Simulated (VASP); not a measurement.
# N (P2_13) in VASP: single point with PBE

Aim: the single point of N with PBE.

All numbers are computed with VASP 6.6.1; they aren't measurements. Logs are shortened: lines on timing, memory, paths and dates and some standing lists are left out, and cuts for length are marked.

## (1) The cell of the first run

The structure is cubic, space group P2_13 (No. 198). Conventional cell: a = 5.649 Å, b = 5.649 Å, c = 5.649 Å, α = 90.00°, β = 90.00°, γ = 90.00°. Within 5.0 Å of N (site symmetry 3) lie 12 N at 3.78 to 4.25 Å.

## (2) Single point, PBE

INCAR reads:

```
  PREC = Accurate
  ENCUT = 520
  EDIFF = 1E-6
  ISMEAR = -1
  SIGMA = 0.02
  LREAL = F
  LASPH = T
  NELM = 80
  ALGO = Normal
  ISIF = 2
  LWAVE = F
  LCHARG = F
  GGA = PE
  NBANDS = 18
```

KPOINTS reads:

```
Automatic mesh
0
Gamma
  4 4 4
```

POSCAR reads:

```
N
1.0
    5.6490000000      0.0000000000      0.0000000000
    0.0000000000      5.6490000000      0.0000000000
    0.0000000000      0.0000000000      5.6490000000
N
4
Direct
    0.0300000000      0.0300000000      0.0300000000
    0.4700000000      0.9700000000      0.5300000000
    0.5300000000      0.4700000000      0.9700000000
    0.9700000000      0.5300000000      0.4700000000
```

Potentials or basis: VASP PAW PBE potentials, release 64 (N).

Launch:

```
> cat potpaw_PBE.64/N/POTCAR > POTCAR
> mpirun -np 1 vasp_std > vasp.out
```

OUTCAR:

```text
PREC = Accurate
   ENCUT = 520
   EDIFF = 1E-6
   ISMEAR = -1
   LREAL = F
   LASPH = T
   NELM = 80
   ISIF = 2
   GGA = PE

 ion  position               nearest neighbor table
   1  0.030  0.030  0.030-
   2  0.470  0.970  0.530-
   3  0.530  0.470  0.970-
   4  0.970  0.530  0.470-

  LATTYP: Found a simple cubic cell.
 ALAT       =     5.6490000000

  Lattice vectors:

 A1 = (   5.6490000000,   0.0000000000,   0.0000000000)
 A2 = (   0.0000000000,   5.6490000000,   0.0000000000)
 A3 = (   0.0000000000,   0.0000000000,   5.6490000000)

Analysis of symmetry for initial positions (statically):
=====================================================================
 Subroutine PRICEL returns:
 Original cell was already a primitive cell.

 Routine SETGRP: Setting up the symmetry group for a
 simple cubic supercell.

 Subroutine GETGRP returns: Found 12 space group operations
 (whereof  3 operations were pure point group operations)
 out of a pool of 48 trial point group operations.

The static configuration has the point symmetry C_3 .
 The point group associated with its full space group is T   .

Analysis of symmetry for dynamics (positions and initial velocities):
=====================================================================
 Subroutine PRICEL returns:
 Original cell was already a primitive cell.

 Routine SETGRP: Setting up the symmetry group for a
 simple cubic supercell.

 Subroutine GETGRP returns: Found 12 space group operations
 (whereof  3 operations were pure point group operations)
 out of a pool of 48 trial point group operations.

The dynamic configuration has the point symmetry C_3 .
 The point group associated with its full space group is T   .

 Subroutine INISYM returns: Found 12 space group operations
 (whereof  3 operations are pure point group operations),
 and found     1 'primitive' translations

----------------------------------------------------------------------------------------

                                     Primitive cell

  volume of cell :     180.2664

  direct lattice vectors                    reciprocal lattice vectors
     5.649000000  0.000000000  0.000000000     0.177022482  0.000000000  0.000000000
     0.000000000  5.649000000  0.000000000     0.000000000  0.177022482  0.000000000
     0.000000000  0.000000000  5.649000000     0.000000000  0.000000000  0.177022482

  length of vectors
     5.649000000  5.649000000  5.649000000     0.177022482  0.177022482  0.177022482

  position of ions in fractional coordinates (direct lattice)
     0.030000000  0.030000000  0.030000000
     0.470000000  0.970000000  0.530000000
     0.530000000  0.470000000  0.970000000
     0.970000000  0.530000000  0.470000000

  ion indices of the primitive-cell ions
   primitive index   ion index
                 1           1
                 2           2
                 3           3
                 4           4

----------------------------------------------------------------------------------------

 KPOINTS: Automatic mesh

Automatic generation of k-mesh.
 Grid dimensions read from file:
 generate k-points for:    4    4    4

 Generating k-lattice:

  Cartesian coordinates                     Fractional coordinates (reciprocal lattice)
     0.044255620  0.000000000  0.000000000     0.250000000  0.000000000  0.000000000
     0.000000000  0.044255620  0.000000000     0.000000000  0.250000000  0.000000000
     0.000000000  0.000000000  0.044255620     0.000000000  0.000000000  0.250000000

  Length of vectors
     0.044255620  0.044255620  0.044255620

  Shift w.r.t. Gamma in fractional coordinates (k-lattice)
     0.000000000  0.000000000  0.000000000

 Subroutine IBZKPT returns following result:
 ===========================================

 Found     11 irreducible k-points:

 Following reciprocal coordinates:
            Coordinates               Weight
  0.000000  0.000000  0.000000      1.000000
  0.250000  0.000000  0.000000      6.000000
  0.500000  0.000000  0.000000      3.000000
  0.250000  0.250000  0.000000     12.000000
  0.500000  0.250000  0.000000      6.000000
 -0.250000  0.500000  0.000000      6.000000
  0.500000  0.500000  0.000000      3.000000
  0.250000  0.250000  0.250000      8.000000
  0.500000  0.250000  0.250000     12.000000
  0.500000  0.500000  0.250000      6.000000
  0.500000  0.500000  0.500000      1.000000
   k-points           NKPTS =     11   k-points in BZ     NKDIM =     11   number of bands    NBANDS=     18
   number of dos      NEDOS =    301   number of ions     NIONS =      4
   total plane-waves  NPLWV =  74088
   dimension x,y,z NGX =    42 NGY =   42 NGZ =   42
   dimension x,y,z NGXF=    84 NGYF=   84 NGZF=   84
   ions per type =               4
   NGX,Y,Z   is equivalent  to a cutoff of  12.36, 12.36, 12.36 a.u.
   NGXF,Y,Z  is equivalent  to a cutoff of  24.72, 24.72, 24.72 a.u.
 SYSTEM =  unknown system
   PREC   = accura    normal or accurate (medium, high low for compatibility)
   ISTART =      0    job   : 0-new  1-cont  2-samecut
   ICHARG =      2    charge: 1-file 2-atom 10-const
   ISPIN  =      1    spin polarized calculation?
   LNONCOLLINEAR =      F non collinear calculations
   LSORBIT =      F    spin-orbit coupling
   LASPH  =      T    aspherical Exc in radial PAW
   ENCUT  =  520.0 eV  38.22 Ry    6.18 a.u.  10.50 10.50 10.50*2*pi/ulx,y,z
   NELM   =     80;   NELMIN=  2; NELMDL= -5     # of ELM steps
   EDIFF  = 0.1E-05   stopping-criterion for ELM
   LREAL  =      F    real-space projection
   EDIFFG = 0.1E-04   stopping-criterion for IOM
   NSW    =      0    number of steps for IOM
   IBRION =     -1    ionic relax: 0-MD 1-quasi-New 2-CG
   NFREE  =      0    steps in history (QN), initial steepest desc. (CG)
   ISIF   =      2    stress and relaxation
   ISYM   =      2    0-nonsym 1-usesym 2-fastsym
   POTIM  = 0.5000    time-step for ionic-motion
   TEBEG  =    0.0;   TEEND  =   0.0 temperature during run
   PSTRESS=    0.0 pullay stress
   NELECT =      20.0000    total number of electrons
   NUPDOWN=      -1.0000    fix difference up-down
   EMIN   =  10.00;   EMAX   =-10.00  energy-range for DOS
   EFERMI =   0.00;   METHOD = LEGACY
   ISMEAR =    -1;   SIGMA  =   0.02  broadening in eV -4-tet -1-fermi 0-gaus
   EFERMI_NEDOS =   21; number of points for ismear=-14 and -15
   IALGO  =     38    algorithm
   IMIX   =      4    mixing-type and parameters
     AMIX     =   0.40;   BMIX     =  1.00
     AMIX_MAG =   1.60;   BMIX_MAG =  1.00
  volume/ion in A,a.u.               =      45.07       304.12
  Fermi-wavevector in a.u.,A,eV,Ry     =   0.786647  1.486547  8.419470  0.618814
  Thomas-Fermi vector in A             =   1.891228
   LORBIT       =      0    0 simple, 1 ext, 2 COOP (PROOUT), +10 PAW based schemes
   GGA     = PE    functional components
   LHFCALC =     F    Hartree Fock is set to
   AEXX    =    0.0000 exact exchange contribution
   IVDW    =     0    specifies the selected vdW correction
   LEPSILON=     F    determine dielectric tensor
   LRPA    =     F    only Hartree local field effects (RPA)
 non-spin polarized calculation
  energy-cutoff  :      520.00
  volume of cell :      180.27
 maximum number of plane-waves:      4945
   NGX = 21   NGY = 21   NGZ = 21

 number of electron      20.0000000 magnetization

 Free energy of the ion-electron system (eV)
  ---------------------------------------------------
  ext. energy  EPLUGINS =         0.00000000
  ---------------------------------------------------
  free energy    TOTEN  =        -2.55009234 eV

  energy without entropy =       -2.51083480  energy(sigma->0) =       -2.53046357

 E-fermi :  -5.4749     XC(G=0):  -5.0769

 val. band max:       -5.4751101095   @ k =   0.5000   0.5000   0.0000
 cond. band min:      -5.4688816691   @ k =   0.2500   0.2500   0.0000
 fundamental gap:      0.0062284403
 Fermi energy:        -5.4748647257

 k-point     1 :       0.0000    0.0000    0.0000
  band No.  band energies     occupation
      1     -17.2147      2.00000
      2     -17.0196      2.00000
      3     -17.0196      2.00000
      4     -17.0196      2.00000
      5      -5.9400      2.00000
      6      -5.9400      2.00000
[... 10 lines left out ...]
     17       0.9573      0.00000
     18       4.6554      0.00000

 k-point     2 :       0.2500    0.0000    0.0000
  band No.  band energies     occupation
      1     -17.1881      2.00000
      2     -17.0567      2.00000
      3     -17.0172      2.00000
      4     -17.0105      2.00000
      5      -5.8953      2.00000
      6      -5.8931      2.00000
[... 10 lines left out ...]
     17       1.3535      0.00000
     18       3.6537      0.00000

 k-point     3 :       0.5000    0.0000    0.0000
  band No.  band energies     occupation
      1     -17.1236      2.00000
      2     -17.1236      2.00000
      3     -17.0126      2.00000
      4     -17.0126      2.00000
      5      -5.7809      2.00000
      6      -5.7809      2.00000
[... 10 lines left out ...]
     17       2.3672      0.00000
     18       2.3672      0.00000

 k-point     4 :       0.2500    0.2500    0.0000
  band No.  band energies     occupation
      1     -17.1653      2.00000
      2     -17.0633      2.00000
      3     -17.0298      2.00000
      4     -17.0135      2.00000
      5      -5.8780      2.00000
      6      -5.8368      2.00000
[... 10 lines left out ...]
     17       1.7177      0.00000
     18       3.8322      0.00000

 k-point     5 :       0.5000    0.2500    0.0000
  band No.  band energies     occupation
      1     -17.1108      2.00000
      2     -17.1108      2.00000
      3     -17.0247      2.00000
      4     -17.0247      2.00000
      5      -5.8284      2.00000
      6      -5.8284      2.00000
[... 10 lines left out ...]
     17       2.6743      0.00000
     18       2.6743      0.00000

 k-point     6 :      -0.2500    0.5000    0.0000
  band No.  band energies     occupation
      1     -17.1108      2.00000
      2     -17.1108      2.00000
      3     -17.0247      2.00000
      4     -17.0247      2.00000
      5      -5.8286      2.00000
      6      -5.8286      2.00000
[... 10 lines left out ...]
     17       2.6726      0.00000
     18       2.6726      0.00000

 k-point     7 :       0.5000    0.5000    0.0000
  band No.  band energies     occupation
      1     -17.0923      2.00000
      2     -17.0923      2.00000
      3     -17.0424      2.00000
      4     -17.0424      2.00000
      5      -5.8579      2.00000
      6      -5.8579      2.00000
[... 10 lines left out ...]
     17       3.4445      0.00000
     18       3.4445      0.00000

 k-point     8 :       0.2500    0.2500    0.2500
  band No.  band energies     occupation
      1     -17.1459      2.00000
      2     -17.0648      2.00000
      3     -17.0386      2.00000
      4     -17.0213      2.00000
      5      -5.9046      2.00000
      6      -5.8991      2.00000
[... 10 lines left out ...]
     17       2.0529      0.00000
     18       4.0007      0.00000

 k-point     9 :       0.5000    0.2500    0.2500
  band No.  band energies     occupation
      1     -17.1002      2.00000
      2     -17.1002      2.00000
      3     -17.0344      2.00000
      4     -17.0344      2.00000
      5      -5.9316      2.00000
      6      -5.9316      2.00000
[... 10 lines left out ...]
     17       2.9546      0.00000
     18       2.9546      0.00000

 k-point    10 :       0.5000    0.5000    0.2500
  band No.  band energies     occupation
      1     -17.0845      2.00000
      2     -17.0845      2.00000
      3     -17.0492      2.00000
      4     -17.0492      2.00000
      5      -5.9772      2.00000
      6      -5.9772      2.00000
[... 10 lines left out ...]
     17       3.6591      0.00000
     18       3.6675      0.00000

 k-point    11 :       0.5000    0.5000    0.5000
  band No.  band energies     occupation
      1     -17.0662      2.00000
      2     -17.0662      2.00000
      3     -17.0662      2.00000
      4     -17.0662      2.00000
      5      -6.0270      2.00000
      6      -6.0270      2.00000
[... 10 lines left out ...]
     17       4.2193      0.00000
     18       4.2193      0.00000

------------------------ aborting loop because EDIFF is reached ----------------------------------------

  FORCE on cell =-STRESS in cart. coord.  units (eV):
  Direction    XX          YY          ZZ          XY          YZ          ZX
  --------------------------------------------------------------------------------------
  -------------------------------------------------------------------------------------
  Total       -4.4761484     -4.4761484     -4.4761484      0.0000000      0.0000000      0.0000000
  in kB      -39.7832567    -39.7832567    -39.7832567      0.0000000      0.0000000      0.0000000
  external PRESSURE =     -39.7832567 kB  Pullay stress =       0.0000000 kB

 VOLUME and BASIS-vectors are now :
 -----------------------------------------------------------------------------
  energy-cutoff  :      520.00
  volume of cell :      180.27
      direct lattice vectors                 reciprocal lattice vectors
     5.649000000  0.000000000  0.000000000     0.177022482  0.000000000  0.000000000
     0.000000000  5.649000000  0.000000000     0.000000000  0.177022482  0.000000000
     0.000000000  0.000000000  5.649000000     0.000000000  0.000000000  0.177022482

 POSITION                                       TOTAL-FORCE (eV/Angst)
 -----------------------------------------------------------------------------------
      0.16947      0.16947      0.16947         0.219223      0.219223      0.219223
      2.65503      5.47953      2.99397        -0.219223     -0.219223      0.219223
      2.99397      2.65503      5.47953         0.219223     -0.219223     -0.219223
      5.47953      2.99397      2.65503        -0.219223      0.219223     -0.219223
 -----------------------------------------------------------------------------------
    total drift:                                0.000000      0.000000      0.000000

  FREE ENERGIE OF THE ION-ELECTRON SYSTEM (eV)
  ---------------------------------------------------
  free  energy   TOTEN  =        -2.5500923355 eV

  energy  without entropy=       -2.5108348040  energy(sigma->0) =       -2.53046357
```

Run time: 24 s. Hardware: 1 thread of AMD EPYC 7R43 (Zen 3), shared host; peak memory 0.21 GiB.

What came out:

```
Free energy            : -2.5501 eV
Pressure               : -4.0 GPa
Largest force          : 0.380 eV/Å
Band gap on the k mesh : zero (band 10 reaches -5.32 eV, above the bottom of band 11 at -5.48 eV)
```

Forces in eV/Å, atoms in the order of the input:
```
N    0.219  0.219  0.219
N   -0.219 -0.219  0.219
N    0.219 -0.219 -0.219
N   -0.219  0.219 -0.219
```
